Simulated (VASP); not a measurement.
Wanted: the native input for a VASP 6.6.1 run.

```yaml
Task: single point
Functional: LDA
Potentials_or_basis: VASP PAW LDA potentials, release 64 (Ir, Pt)
Cutoff: 520 eV
k_mesh: 15 × 15 × 1
Occupations: fermi-dirac, width 0.08 eV
Spin: no spin polarisation
Dipole_correction: yes
Further_INCAR_settings: ALGO = Normal; EDIFF = 1e-06; NBANDS = 31
```

The structure of Ir4Pt lies in POSCAR:

```
Ir4Pt
1.0
    2.6954010160      0.0000000000      0.0000000000
   -1.3477005080      2.3342857532      0.0000000000
    0.0000000000      0.0000000000     24.8031000000
Ir Pt
4 1
Direct
    0.8333333333      0.1666666667      0.3246532189
    0.1666666667      0.8333333333      0.4114604757
    0.8333333333      0.1666666667      0.5885395247
    0.1666666667      0.8333333333      0.6753467814
    0.5000000000      0.5000000000      0.4999999993
```

The input as run:

INCAR

```
ALGO = Normal
DIPOL = 0.5 0.5 0.500
EDIFF = 1E-6
ENCUT = 520
GGA = CA
IDIPOL = 3
ISIF = 2
ISMEAR = -1
LASPH = T
LCHARG = T
LDIPOL = T
LELF = T
LREAL = F
LVACPOTAV = T
LVHAR = T
LWAVE = F
NBANDS = 31
NELM = 80
PREC = Accurate
SIGMA = 0.08
```

KPOINTS

```
k-points
0
Gamma
  15 15 1
```

Potentials or basis: VASP PAW LDA potentials, release 64 (Ir, Pt).

Launch:

```sh
$ cat potpaw_LDA.64/Ir/POTCAR potpaw_LDA.64/Pt/POTCAR > POTCAR
$ mpirun -np 1 vasp_std > vasp.out
```

It gave:

```json
{"Largest force": "0.734 eV/Å", "Band gap on the k mesh": "zero (bands 23 and 24 overlap by 2.18 eV)"}
```

Caveat: spin-orbit coupling is left out, which moves the levels of the heavy elements.

It took 110 s on 1 thread of Intel(R) Xeon(R) 6975P-C (Granite Rapids), on a shared host, peak memory 0.29 GiB.
